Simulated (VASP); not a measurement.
Input of a VASP 6.6.1 run:

Contents of INCAR:

```
SYSTEM = Bi
ALGO     = Fast           ! electronic algorithm
EDIFF    = 1E-6           ! SCF threshold, eV
ENCUT    = 520            ! plane-wave cutoff, eV
GGA      = CA             ! functional
ISIF     = 2              ! what is computed and relaxed
ISMEAR   = -1             ! smearing method
LASPH    = .True.         ! aspherical terms in the spheres
LCHARG   = .True.         ! write CHGCAR
LELF     = .True.         ! ELF
LREAL    = .False.        ! projectors in reciprocal space
LVHAR    = .True.       
LWAVE    = .False.        ! write WAVECAR
NBANDS   = 22             ! bands
NELM     = 100            ! most SCF steps
PREC     = Accurate       ! precision mode
SIGMA    = 0.05           ! smearing width, eV
```

File KPOINTS:

```
k-points
0
Gamma
  8 8 4
  0 0 0
```

The input POSCAR:

```
Bi
1.0
    3.3018899442      0.0000000000      0.0000000000
    0.0000000000      3.2848288383      0.0000000000
   -0.0820328266      0.0000000000      6.5702716347
Bi
2
Direct
    0.5442472500      0.0000000000      0.7495778900
    0.4557527500      0.0000000000      0.2504221100
```

Potentials or basis: VASP PAW LDA potentials, release 64 (Bi_d).

Run with:

```bash
$ cat potpaw_LDA.64/Bi_d/POTCAR > POTCAR
$ mpirun -np 1 vasp_std > vasp.out
```

(1) What does it give for the pressure?

(2) Predict the band gap on the k mesh.

Results:

(1) -4.2 GPa.

(2) zero (band 15 reaches 9.56 eV, above the bottom of band 16 at 3.66 eV).

Caveat: spin-orbit coupling is left out, which moves the levels of the heavy elements.
